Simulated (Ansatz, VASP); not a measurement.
## One calculation of Sc, two programs

```xyz
4
Lattice="3.3119 0.0000 0.0000 -1.6560 2.8682 0.0000 0.0000 0.0000 10.5298" Properties=species:S:1:pos:R:3 pbc="T T T"
Sc    0.0000    0.0000    0.0000
Sc    0.0000    0.0000    5.2649
Sc    0.0000    1.9121    7.8973
Sc    1.6560    0.9561    2.6324
```

Alike in both runs: functional r2SCAN; k mesh 15 × 15 × 4; occupations gaussian, width 0.1 eV; no spin polarisation.

Ansatz relaxed the structure, and its values are those at the end. VASP's run is a single point on that final structure, the one shown.

```csv
,VASP,Ansatz
version,VASP 6.6.1,Ansatz 0.2.0
potentials or method,"VASP PAW PBE potentials, release 64 (Sc_sv), cutoff 520 eV","scalar-relativistic, plane waves, PAW"
valence electrons in the cell,44,44
```

Ansatz gave:

- gap on the k mesh at the Fermi level (eV): none
- pressure (GPa): 0.0

Problem. Which values does VASP return?

Solution. gap on the k mesh at the Fermi level (eV): none; pressure (GPa): 0.2.

VASP's potentials were made for PBE, not for r2SCAN. A gap of «none» marks a metal or a gap that the smearing closes.
